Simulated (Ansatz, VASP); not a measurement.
**LiNbO3: VASP beside Ansatz**

```
Li Nb O
1.0
     2.54217    1.46772    4.57643
    -2.54217    1.46772    4.57643
     0.00000   -2.93544    4.57643
Li Nb O
2 2 6
Direct
  0.78162 0.78162 0.78162
  0.28162 0.28162 0.28162
  0.50048 0.50048 0.50048
  0.00048 0.00048 0.00048
  0.61078 0.22116 0.85796
  0.85796 0.61078 0.22116
  0.11078 0.35796 0.72116
  0.22116 0.85796 0.61078
  0.72116 0.11078 0.35796
  0.35796 0.72116 0.11078
```

Alike in both runs: task single point; functional PBE; k mesh 6 × 6 × 6; no spin polarisation.

|  | VASP | Ansatz |
| --- | --- | --- |
| version | VASP 6.6.1 | Ansatz 0.2.0 |
| potentials or method | VASP PAW PBE potentials, release 64 (Li_sv, Nb_sv, O) | plane waves, PAW |
| plane-wave cutoff (eV) | 520 | 420 |
| occupations | gaussian, width 0.01 eV | fixed |
| valence electrons in the cell | 68 | 68 |

Ansatz gave:

```
gap on the k mesh at the Fermi level (eV) : 3.86
rms of the force components (eV/Å)        : 0.437
```

Task: Which values does VASP return?

Result: gap on the k mesh at the Fermi level (eV): 3.84; rms of the force components (eV/Å): 0.440.

Atom by atom the forces differ by 0.012 eV/Å (rms over components).

Noted on VASP's run: the cutoff is short for stress, so the pressure is rough.
